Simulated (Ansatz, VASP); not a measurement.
## Two plane-wave programs on Ti

Contents of INCAR:

```
SYSTEM = Ti
PREC = Accurate ; ENCUT = 600
EDIFF = 1E-7 ; ISMEAR = -1
SIGMA = 0.05 ; LREAL = .False.
LASPH = .True. ; NELM = 150
ALGO = Normal ; ISIF = 3
LWAVE = .False. ; LCHARG = .False.
ISPIN = 2 ; MAGMOM = 1 1
LORBIT = 11 ; LMAXMIX = 4
GGA = RP ; IBRION = 2
NSW = 80 ; EDIFFG = -0.01
```

KPOINTS

```
regular mesh
0
Gamma
  12 12 7
  0 0 0
```

Contents of POSCAR:

```
Ti
1.0
    2.9499978604      0.0000000000      0.0000000000
   -1.4749989302      2.5547730882      0.0000000000
    0.0000000000      0.0000000000      4.6860000000
Ti
2
Direct
    0.3333333333      0.6666666667      0.2500000000
    0.6666666667      0.3333333333      0.7500000000
```

Input for Ansatz:

```yaml
crystal:
  lattice:
    - [2.9499978604, 0.0, 0.0]
    - [-1.4749989302, 2.5547730882, 0.0]
    - [0.0, 0.0, 4.686]
  atoms:
    - { symbol: Ti, position: [0.3333333333, 0.6666666667, 0.25], spin: 1.0 }
    - { symbol: Ti, position: [0.6666666667, 0.3333333333, 0.75], spin: 1.0 }
hamiltonian:
  xc: rpbe
  pseudopotentials:
    kind: paw
    azcp:
      Ti: "pseudopotentials/Ti.paw.azcp"
basis:
  ecutwfc: 420
  fft_grid_basis: typed
kpoints:
  mp_grid: { grid: [12, 12, 7], shift: [0, 0, 0] }
magnetization:
  spin_polarized: true
scf:
  occupations: { method: fermi_dirac, width: 0.05 }
relax:
  max_steps: 60
  f_tol: 0.01
  cell: {}
```

Alike in both runs: task relaxation of cell and atoms; functional RPBE; k mesh 12 × 12 × 7; occupations fermi-dirac, width 0.05 eV; collinear spin.

|  | VASP | Ansatz |
| --- | --- | --- |
| version | VASP 6.6.1 | Ansatz 0.2.0 |
| potentials or method | VASP PAW PBE potentials, release 64 (Ti_sv), cutoff 600 eV | plane waves (420 eV) with PAW, scalar-relativistic |
| valence electrons in the cell | 24 | 24 |

Ansatz gave:

| Item | Value |
| --- | --- |
| net moment per atom (μB) | 0.00 |
| relaxed volume (Å³/atom) | 17.90 |
| relaxed cell length with the largest relative difference (Å) | 4.695 |

Problem. Which values does VASP return?

Solution. net moment per atom (μB): 0.00; relaxed volume (Å³/atom): 17.86; relaxed cell length with the largest relative difference (Å): 4.691.

VASP's potentials were made for PBE, not for RPBE. Ansatz's warnings: seeded moment not kept.
